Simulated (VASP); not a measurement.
# HfTi3N4: single point with PBE

The system is HfTi3N4.

```
CELL_PARAMETERS angstrom
4.69622 0.00000 0.00000
0.00000 4.69622 0.00000
0.00000 0.00000 4.69622
ATOMIC_POSITIONS crystal
Hf 0.50000 0.50000 0.50000
Ti 0.50000 0.00000 0.00000
Ti 0.00000 0.00000 0.50000
Ti 0.00000 0.50000 0.00000
N 0.00000 0.50000 0.50000
N 0.50000 0.50000 0.00000
N 0.00000 0.00000 0.00000
N 0.50000 0.00000 0.50000
```

```json
{"Program": "VASP 6.6.1", "Task": "single point", "Functional": "PBE", "Potentials or basis": "VASP PAW PBE potentials, release 64 (Hf_pv, Ti_sv, N)", "Cutoff": "520 eV", "k mesh": "4 × 4 × 4", "Occupations": "gaussian, width 0.1 eV", "Spin": "collinear spin, ferromagnetic start", "Starting moments": "[0.0, 1.0, 1.0, 1.0, 0.0, 0.0, 0.0, 0.0] μB"}
```

```
Pressure                                              : -38.5 GPa
Band gap on the k mesh                                : zero (filled and empty bands overlap)
Net moment                                            : 0.00 μB per cell
Valence electrons inside the program's atomic spheres : Hf 8.15; Ti 10.00; N 3.60, 3.57
```

Levels at points of the mesh, in eV from the Fermi level:
Spin up:
| k point | band 30 | band 31 | band 32 | band 33 | band 34 | band 35 | band 36 | band 37 |
| --- | --- | --- | --- | --- | --- | --- | --- | --- |
| (0.00, 0.00, 0.00) | -2.09 | -2.09 | -1.72 | -1.72 | -1.72 | -0.29 | -0.29 | -0.29 |
| (0.50, 0.00, 0.00) | -2.58 | -2.58 | -1.32 | -1.23 | 0.55 | 0.55 | 0.73 | 0.83 |
| (0.50, 0.50, 0.00) | -3.83 | -3.83 | 0.54 | 0.63 | 0.83 | 0.83 | 0.98 | 1.08 |
| (0.50, 0.50, 0.50) | -4.02 | -4.02 | 1.07 | 1.07 | 1.07 | 1.07 | 1.07 | 1.32 |
Spin down:
```csv
k point,band 29,band 30,band 31,band 32,band 33,band 34,band 35,band 36,band 37,band 38
"(0.00, 0.00, 0.00)",-2.09,-2.09,-2.09,-1.72,-1.72,-1.72,-0.29,-0.29,-0.29,0.53
"(0.50, 0.00, 0.00)",-2.67,-2.58,-2.58,-1.32,-1.23,0.55,0.55,0.73,0.83,0.83
"(0.50, 0.50, 0.00)",-3.83,-3.83,-3.83,0.54,0.63,0.83,0.83,0.98,1.08,1.08
"(0.50, 0.50, 0.50)",-4.02,-4.02,-4.02,1.07,1.07,1.07,1.07,1.07,1.32,1.32
```

Run time: 2.6 min on 1 thread of Intel(R) Xeon(R) Platinum 8375C CPU @ 2.90GHz (Ice Lake), on a shared host, peak memory 0.28 GiB.

Caveat: spin-orbit coupling is left out, which moves the levels of the heavy elements.
